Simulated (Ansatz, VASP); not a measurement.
## HfO2: VASP beside Ansatz

The input INCAR:

```
SYSTEM = HfO2
PREC = Accurate
ENCUT = 520
EDIFF = 1E-6
ISMEAR = 0
SIGMA = 0.05
LREAL = .False.
LASPH = .True.
NELM = 60
ALGO = Normal
ISIF = 2
LWAVE = .False.
LCHARG = .True.
GGA = PE
LELF = .True.
LVHAR = .True.
NBANDS = 18
```

The input KPOINTS:

```
regular mesh
0
Gamma
  8 8 8
  0 0 0
```

POSCAR

```
HfO2
1.0
    0.0000000000      2.4935625000      2.6214375000
    2.4935625000      0.0000000000      2.6214375000
    2.4935625000      2.4935625000      0.0000000000
Hf O
1 2
Direct
    0.0000000000      0.0000000000      0.0000000000
    0.2500000000      0.2500000000      0.2500000000
    0.7500000000      0.7500000000      0.7500000000
```

Input for Ansatz:

```yaml
crystal:
  lattice:
    - [0.0, 2.4935625, 2.6214375]
    - [2.4935625, 0.0, 2.6214375]
    - [2.4935625, 2.4935625, 0.0]
  atoms:
    - { symbol: Hf, position: [0.0, 0.0, 0.0] }
    - { symbol: O, position: [0.25, 0.25, 0.25] }
    - { symbol: O, position: [0.75, 0.75, 0.75] }
basis:
  ecutwfc: 420
kpoints:
  mp_grid: { grid: [8, 8, 8] }
hamiltonian:
  xc: pbe
scf:
  occupations: { method: gaussian, width: 0.05 }
output:
  forces: true
  stress: true
  eigenvalues: true
```

Change from the starting cell: strain -0.025 along x and y, +0.025 along z, atoms carried along.

Alike in both runs: task single point; functional PBE; k mesh 8 × 8 × 8; occupations gaussian, width 0.05 eV; no spin polarisation.

```csv
,VASP,Ansatz
version,VASP 6.6.1,Ansatz 0.2.0
potentials or method,"VASP PAW PBE potentials, release 64 (Hf_pv, O), cutoff 520 eV","scalar-relativistic, plane waves, PAW"
valence electrons in the cell,22,38
```

```csv
,VASP,Ansatz,Ansatz less VASP
gap on the k mesh at the Fermi level (eV),3.28,3.29,+0.002
least direct gap on the mesh (eV),3.49,3.48,-0.008
pressure (GPa),0.3,4.1,+3.75
"traceless stress, the component that is largest in VASP (GPa)",-15.75,-15.45,+0.296
```

With one functional, cell and mesh, what is left measures potentials, basis and numerics. VASP's potentials hold 22 valence electrons a cell and Ansatz's 38, so a difference there can come from the potentials and not from the codes.

Neither program's run includes spin-orbit coupling.
